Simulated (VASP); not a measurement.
Runs of VASP 6.6.1 on W. The structure is that of space group Fm-3m (No. 225), or close to it. The cells are those of the table. 

```tsv
cell	gap on the mesh (eV)	pressure (GPa)
a = 2.822 Å, angles 60.0°, 1 atom	none	1.9
a = 2.909 Å, angles 60.0°, 1 atom	none	(a)
a = 2.880 Å, angles 60.0°, 1 atom	none	-14.8
a = 2.852 Å, angles 60.0°, 1 atom	none	-7.1
```

Alike in all rows: task single point; level PBEsol; potentials or basis VASP PAW PBE potentials, release 64 (W_sv); no spin polarisation; k mesh 12 × 12 × 12; cutoff (eV) 520; smearing fermi-dirac 0.1 eV.

Question: Fill in the values left out.

Answer: (a) -21.3.

Caveats: the PAW data sets were made with another functional, which shifts forces and pressure a little; spin-orbit coupling is left out, which moves the levels of the heavy elements.

A k mesh can miss the band edges, and the runs leave out spin-orbit coupling on W.

A gap of «none» marks levels without a gap at the run's occupations.
